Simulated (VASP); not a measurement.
A run of VASP 6.6.1 is set up as follows.

File INCAR:

```
SYSTEM = Al4N5
PREC     = Accurate       ! precision mode
ENCUT    = 520            ! plane-wave cutoff, eV
EDIFF    = 1E-6           ! SCF threshold, eV
ISMEAR   = 0              ! smearing method
SIGMA    = 0.05           ! smearing width, eV
LREAL    = .FALSE.        ! projectors in reciprocal space
LASPH    = .TRUE.         ! aspherical terms in the spheres
NELM     = 200            ! most SCF steps
ALGO     = Normal         ! electronic algorithm
ISIF     = 2              ! what is computed and relaxed
LWAVE    = .FALSE.        ! write WAVECAR
LCHARG   = .TRUE.         ! write CHGCAR
ISPIN    = 2              ! spin polarisation
MAGMOM   = 0 0 0 0 0 0 0 0 3 ! initial moments
LORBIT   = 11             ! projections on sites
LDIPOL   = .TRUE.       
IDIPOL   = 3            
DIPOL    = 0.5 0.5 0.325
GGA      = PE             ! functional
LELF     = .TRUE.         ! ELF
LVHAR    = .TRUE.       
LVACPOTAV= .TRUE.       
NBANDS   = 32             ! bands
GGA_COMPAT= .FALSE.      
NELMDL   = -8
```

The input KPOINTS:

```
regular mesh
0
G
  9 6 1
  0 0 0
```

The input POSCAR:

```
Al4N5
1.0
    3.1297683445      0.0000000000      0.0000000000
    0.0000000000      5.0173032419      0.0000000000
    0.0000000000      0.0000000000     19.0620320396
Al N
4 5
Direct
    0.0000000000      0.9982714950      0.2098412169
    0.5000000000      0.4982714950      0.2572383830
    0.5000000000      0.9915197257      0.3577010219
    0.0000000000      0.4624332462      0.3868097530
    0.0000000000      0.6167285050      0.2098412169
    0.5000000000      0.1167285050      0.2572383830
    0.5000000000      0.6143669392      0.3564124135
    0.0000000000      0.1112303975      0.3967065014
    0.1666666667      0.4445637309      0.4949036024
```

Potentials or basis: VASP PAW PBE potentials, release 64 (Al, N).

Command:

```bash
$ cat potpaw_PBE.64/Al/POTCAR potpaw_PBE.64/N/POTCAR > POTCAR
$ mpirun -np 1 vasp_std > vasp.out
```

**Question.** Estimate the site moments.

**Answer.** Al +0.00, +0.01, -0.00 (each value once); N +0.02, +0.01, +0.07, +0.20, +1.70 μB.

**Question.** Estimate the largest force.

**Answer.** 2.805 eV/Å.

Forces in eV/Å, atoms in the order of the input:
```
Al   0.000 -1.642  2.274
Al  -0.002  0.875 -1.721
Al  -0.021 -0.357  0.147
Al   0.103  0.622  1.329
N   -0.002  0.727  0.679
N    0.001  0.137 -1.072
N    0.096  0.014 -0.793
N   -0.107 -0.665 -0.846
N   -0.069  0.289  0.004
```
